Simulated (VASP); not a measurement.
# CaRu7 (P6/mmm) in VASP: single point with PBE

Aim: the single point of CaRu7 with PBE.

All numbers are computed with VASP 6.6.1; they aren't measurements. Logs are shortened: lines on timing, memory, paths and dates and some standing lists are left out, and cuts for length are marked.

### Step 1. The cell of the first run

Symmetry: P6/mmm, No. 191, hexagonal system. Conventional cell: a = 6.740 Å, b = 6.740 Å, c = 5.559 Å, α = 90.00°, β = 90.00°, γ = 120.00°. Within 3.8 Å of Ca (site symmetry 6/mmm) lie 14 Ru at 2.78 to 3.74 Å. Ru (site symmetry mm2) has 5 Ru at 2.41 to 2.50 Å within 3.2 Å. Within 3.3 Å of Ru (site symmetry 6/mmm) lie 6 Ru at 2.50 Å and 2 Ca at 2.78 Å.

The cell was generated, and may not be a known phase.

### Step 2. Single point, PBE, collinear spin, ferromagnetic start

Input file INCAR:

```
SYSTEM = CaRu7
  ALGO = Normal
  EDIFF = 1E-6
  ENCUT = 500
  GGA = PE
  GGA_COMPAT = .False.
  ISIF = 2
  ISMEAR = 0
  ISPIN = 2
  LASPH = .True.
  LCHARG = .False.
  LMAXMIX = 4
  LORBIT = 11
  LREAL = .False.
  LWAVE = .False.
  MAGMOM = 0 1 1 1 1 1 1 1
  NBANDS = 68
  NELM = 200
  PREC = Accurate
  SIGMA = 0.1
```

Input file KPOINTS:

```
k-points
0
Gamma
  3 3 4
  0 0 0
```

Input file POSCAR:

```
CaRu7
1.0
    6.7399764980      0.0000000000      0.0000000000
   -3.3699882490      5.8369908682      0.0000000000
    0.0000000000      0.0000000000      5.5592262120
Ca Ru
1 7
Direct
    0.0000000000      0.0000000000      0.5000000000
    0.7858540441      0.2141459559      0.0000000000
    0.7858540441      0.5717080882      0.0000000000
    0.4282919118      0.2141459559      0.0000000000
    0.2141459559      0.7858540441      0.0000000000
    0.2141459559      0.4282919118      0.0000000000
    0.5717080882      0.7858540441      0.0000000000
    0.0000000000      0.0000000000      0.0000000000
```

Potentials or basis: VASP PAW PBE potentials, release 64 (Ca_sv, Ru_pv).

On the command line:

```sh
> cat potpaw_PBE.64/Ca_sv/POTCAR potpaw_PBE.64/Ru_pv/POTCAR > POTCAR
> mpirun -np 1 vasp_std > vasp.out
```

OUTCAR:

```text
SYSTEM = CaRu7
   EDIFF = 1E-6
   ENCUT = 500
   GGA = PE
   ISIF = 2
   ISMEAR = 0
   ISPIN = 2
   LASPH = .True.
   LORBIT = 11
   LREAL = .False.
   NELM = 200
   PREC = Accurate

 ion  position               nearest neighbor table
   1  0.000  0.000  0.500-   8 2.78   8 2.78
   2  0.786  0.214  0.000-   4 2.41   3 2.41   6 2.50   8 2.50   7 2.50
   3  0.786  0.572  0.000-   2 2.41   4 2.41   5 2.50   7 2.50   8 2.50
   4  0.428  0.214  0.000-   2 2.41   3 2.41   6 2.50   8 2.50   5 2.50
   5  0.214  0.786  0.000-   7 2.41   6 2.41   3 2.50   8 2.50   4 2.50
   6  0.214  0.428  0.000-   5 2.41   7 2.41   2 2.50   4 2.50   8 2.50
   7  0.572  0.786  0.000-   5 2.41   6 2.41   3 2.50   8 2.50   2 2.50
   8  0.000  0.000  0.000-   2 2.50   4 2.50   5 2.50   7 2.50   6 2.50   3 2.50   1 2.78   1 2.78

  LATTYP: Found a hexagonal cell.
 ALAT       =     6.7399764980
 C/A-ratio  =     0.8248138868

  Lattice vectors:

 A1 = (   6.7399764980,   0.0000000000,   0.0000000000)
 A2 = (  -3.3699882490,   5.8369908682,   0.0000000000)
 A3 = (   0.0000000000,   0.0000000000,   5.5592262120)

Analysis of symmetry for initial positions (statically):
=====================================================================
 Subroutine PRICEL returns:
 Original cell was already a primitive cell.

 Routine SETGRP: Setting up the symmetry group for a
 hexagonal supercell.

 Subroutine GETGRP returns: Found 24 space group operations
 (whereof 24 operations were pure point group operations)
 out of a pool of 24 trial point group operations.

The static configuration has the point symmetry D_6h.

Analysis of symmetry for dynamics (positions and initial velocities):
=====================================================================
 Subroutine PRICEL returns:
 Original cell was already a primitive cell.

 Routine SETGRP: Setting up the symmetry group for a
 hexagonal supercell.

 Subroutine GETGRP returns: Found 24 space group operations
 (whereof 24 operations were pure point group operations)
 out of a pool of 24 trial point group operations.

The dynamic configuration has the point symmetry D_6h.

Analysis of structural, dynamic, and magnetic symmetry:
=====================================================================
 Subroutine PRICEL returns:
 Original cell was already a primitive cell.

 Routine SETGRP: Setting up the symmetry group for a
[... 142 lines left out ...]

 Free energy of the ion-electron system (eV)
  ---------------------------------------------------
  ext. energy  EPLUGINS =         0.00000000
  ---------------------------------------------------
  free energy    TOTEN  =       -55.20154267 eV

  energy without entropy =      -55.14994436  energy(sigma->0) =      -55.17574352

 E-fermi :   3.8799     XC(G=0):  -9.1745

 val. band max:        3.8788408051   @ k =   0.3333   0.3333   0.5000
 cond. band min:       3.8896989217   @ k =   0.3333   0.3333   0.2500
 fundamental gap:      0.0108581166
 Fermi energy:         3.8799056041

 spin component 1

 k-point     1 :       0.0000    0.0000    0.0000
  band No.  band energies     occupation
      1     -39.7626      1.00000
      2     -39.4179      1.00000
      3     -39.3915      1.00000
      4     -39.3915      1.00000
      5     -39.0981      1.00000
      6     -39.0981      1.00000
[... 610 lines left out ...]
     65       6.3756      0.00000
     66       6.3756      0.00000
 Fermi energy:         3.8799056041

 spin component 2

 k-point     1 :       0.0000    0.0000    0.0000
  band No.  band energies     occupation
      1     -39.7625      1.00000
      2     -39.4178      1.00000
      3     -39.3914      1.00000
      4     -39.3914      1.00000
      5     -39.0978      1.00000
      6     -39.0978      1.00000
[... 610 lines left out ...]
     65       6.3757      0.00000
     66       6.3757      0.00000
 [bands above 66 left out]

------------------------ aborting loop because EDIFF is reached ----------------------------------------

  FORCE on cell =-STRESS in cart. coord.  units (eV):
  Direction    XX          YY          ZZ          XY          YZ          ZX
  --------------------------------------------------------------------------------------
  -------------------------------------------------------------------------------------
  Total        0.0585843      0.0585843      0.2515063      0.0000000     -0.0000000      0.0000000
  in kB        0.4291705      0.4291705      1.8424582      0.0000000     -0.0000000      0.0000000
  external PRESSURE =       0.9002664 kB  Pullay stress =       0.0000000 kB

 VOLUME and BASIS-vectors are now :
 -----------------------------------------------------------------------------
  energy-cutoff  :      500.00
  volume of cell :      218.71
      direct lattice vectors                 reciprocal lattice vectors
     6.739976498  0.000000000  0.000000000     0.148368470  0.085660576  0.000000000
    -3.369988249  5.836990868  0.000000000     0.000000000  0.171321152  0.000000000
     0.000000000  0.000000000  5.559226212     0.000000000  0.000000000  0.179881149

 POSITION                                       TOTAL-FORCE (eV/Angst)
 -----------------------------------------------------------------------------------
      0.00000      0.00000      2.77961         0.000000      0.000000     -0.000000
      4.57497      1.24997      0.00000         0.031020     -0.017910     -0.000000
      3.36999      3.33705      0.00000         0.000000      0.035819      0.000000
      2.16501      1.24997      0.00000        -0.031020     -0.017910     -0.000000
     -1.20498      4.58702      0.00000        -0.031020      0.017910      0.000000
      0.00000      2.49994      0.00000         0.000000     -0.035819     -0.000000
      1.20498      4.58702      0.00000         0.031020      0.017910      0.000000
      0.00000      0.00000      0.00000         0.000000      0.000000     -0.000000
 -----------------------------------------------------------------------------------
    total drift:                                0.000000      0.000000      0.000000

  FREE ENERGIE OF THE ION-ELECTRON SYSTEM (eV)
  ---------------------------------------------------
  free  energy   TOTEN  =       -55.2015426715 eV

  energy  without entropy=      -55.1499443604  energy(sigma->0) =      -55.17574352

 total charge

# of ion       s       p       d       tot
------------------------------------------
    1        2.040   5.837   0.231   8.109
    2        0.423   6.182   6.050  12.656
    3        0.423   6.182   6.050  12.656
    4        0.423   6.182   6.050  12.656
    5        0.423   6.182   6.050  12.656
    6        0.423   6.182   6.050  12.656
    7        0.423   6.182   6.050  12.656
    8        0.473   6.242   6.160  12.875
--------------------------------------------------
tot          5.052  49.173  42.694  96.918

 magnetization (x)

# of ion       s       p       d       tot
------------------------------------------
    1       -0.000  -0.000  -0.000  -0.000
    2        0.000   0.000   0.000   0.000
    3        0.000   0.000   0.000   0.000
    4        0.000   0.000   0.000   0.000
    5        0.000   0.000   0.000   0.000
    6        0.000   0.000   0.000   0.000
    7        0.000   0.000   0.000   0.000
    8       -0.000  -0.000   0.000   0.000
--------------------------------------------------
tot          0.000   0.000   0.002   0.002
```

OSZICAR:

```text
N       E                     dE             d eps       ncg     rms          rms(c)
DAV:   1     0.121239867097E+04    0.12124E+04   -0.62722E+04  2728   0.152E+03
DAV:   2    -0.656316458266E+01   -0.12190E+04   -0.11805E+04  2624   0.481E+02
DAV:   3    -0.549726467962E+02   -0.48409E+02   -0.44817E+02  3480   0.876E+01
DAV:   4    -0.572205745856E+02   -0.22479E+01   -0.22118E+01  3384   0.135E+01
DAV:   5    -0.573247876103E+02   -0.10421E+00   -0.10410E+00  3720   0.246E+00    0.266E+01
DAV:   6    -0.575099521899E+02   -0.18516E+00   -0.16368E+01  2980   0.253E+01    0.185E+01
DAV:   7    -0.567082461906E+02    0.80171E+00   -0.17198E+01  2968   0.197E+01    0.122E+01
DAV:   8    -0.552317677992E+02    0.14765E+01   -0.43153E+00  2832   0.104E+01    0.420E+00
DAV:   9    -0.551869848465E+02    0.44783E-01   -0.42587E-01  2932   0.299E+00    0.161E+00
DAV:  10    -0.551901469444E+02   -0.31621E-02   -0.52238E-02  2976   0.105E+00    0.110E+00
DAV:  11    -0.551977685317E+02   -0.76216E-02   -0.40335E-02  2788   0.736E-01    0.497E-01
DAV:  12    -0.552000410267E+02   -0.22725E-02   -0.53662E-03  2908   0.458E-01    0.177E-01
DAV:  13    -0.552010956197E+02   -0.10546E-02   -0.11469E-03  2864   0.147E-01    0.846E-02
DAV:  14    -0.552013897828E+02   -0.29416E-03   -0.31129E-04  3076   0.701E-02    0.448E-02
DAV:  15    -0.552015033368E+02   -0.11355E-03   -0.12450E-04  2752   0.363E-02    0.249E-02
DAV:  16    -0.552015337922E+02   -0.30455E-04   -0.39154E-05  2876   0.193E-02    0.133E-02
DAV:  17    -0.552015420793E+02   -0.82871E-05   -0.14175E-05  2272   0.123E-02    0.363E-03
DAV:  18    -0.552015426715E+02   -0.59215E-06   -0.13472E-06  2008   0.482E-03
   1 F= -.55201543E+02 E0= -.55175744E+02  d E =-.515983E-01  mag=     0.0018
```

Wall time 14 min (1 thread of Intel Xeon 8259CL, shared host); peak memory 0.49 GiB.

What came out:

* Free energy: -55.2015 eV
* Pressure: 0.1 GPa
* Largest force: 0.036 eV/Å
* Band gap on the k mesh: zero (filled and empty bands overlap)
* Net moment: 0.00 μB per cell
* Valence electrons inside the program's atomic spheres: Ca 8.11; Ru 12.66, 12.88 (each value once)

Forces on the atoms (eV/Å):
```
Ca   0.000  0.000  0.000
Ru   0.031 -0.018  0.000
Ru   0.000  0.036  0.000
Ru  -0.031 -0.018  0.000
Ru  -0.031  0.018  0.000
Ru   0.000 -0.036  0.000
Ru   0.031  0.018  0.000
Ru   0.000  0.000  0.000
```

Stress tensor (GPa, compression positive):
```
0.04 0.00 0.00
0.00 0.04 0.00
0.00 0.00 0.18
```
